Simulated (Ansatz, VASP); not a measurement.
**Two plane-wave programs on ZrBrF**

The input INCAR:

```
ALGO = Normal ; EDIFF = 1E-7
EDIFFG = -0.04 ; ENCUT = 910
GGA = PE ; GGA_COMPAT = F
IBRION = 2 ; ISIF = 3
ISMEAR = 0 ; LASPH = T
LCHARG = F ; LREAL = F
LWAVE = F ; NELM = 120
NELMIN = 4 ; NSW = 90
PREC = Accurate ; SIGMA = 0.1
```

File KPOINTS:

```
k-points
0
Gamma
  4 4 4
```

File POSCAR:

```
ZrBrF
1.0
    4.1797214600      0.0000000000      0.0000000000
    0.0000000000      4.1797214600      0.0000000000
    0.0000000000      0.0000000000      3.9247643100
Zr Br F
1 1 1
Direct
    0.0000000000      0.0000000000      0.0000000000
    0.0000000000      0.0000000000      0.5000000000
    0.5000000000      0.5000000000      0.5000000000
```

Input for Ansatz:

```yaml
crystal:
  lattice:
    - [4.17972146, 0.0, 0.0]
    - [0.0, 4.17972146, 0.0]
    - [0.0, 0.0, 3.92476431]
  atoms:
    - { symbol: Zr, position: [0.0, 0.0, 0.0] }
    - { symbol: Br, position: [0.0, 0.0, 0.5] }
    - { symbol: F, position: [0.5, 0.5, 0.5] }
basis:
  ecutwfc: 420
kpoints:
  mp_grid: { grid: [4, 4, 4] }
hamiltonian:
  xc: pbe
scf:
  occupations: { method: gaussian, width: 0.1 }
  lower_state_search: "off"
output:
  forces: true
  stress: true
  eigenvalues: true
relax:
  adjacent_minimum: "off"
  f_tol: 0.04
  max_steps: 70
  cell: { stress_tol: 0.4 }
```

Alike in both runs: task relaxation of cell and atoms; functional PBE; k mesh 4 × 4 × 4; occupations gaussian, width 0.1 eV; no spin polarisation.

|  | VASP | Ansatz |
| --- | --- | --- |
| version | VASP 6.6.1 | Ansatz 0.2.0 |
| potentials or method | VASP PAW PBE potentials, release 64 (Zr_sv, Br, F_h), cutoff 910 eV | scalar-relativistic, plane waves, PAW |
| valence electrons in the cell | 26 | 26 |

|  | VASP | Ansatz | Ansatz less VASP |
| --- | --- | --- | --- |
| gap on the k mesh at the Fermi level, each at its own relaxed structure (eV) | none | none | - |
| relaxed volume (Å³/atom) | 24.08 | 24.89 | +0.817 |
| relaxed cell length with the largest relative difference (Å) | 4.910 | 4.995 | +0.0846 |

A gap of «none» marks a metal or a gap that the smearing closes.

The k mesh is coarse, so the values compare programs but aren't converged. Noted on VASP's run: the cutoff is short for stress, so the pressure is rough.
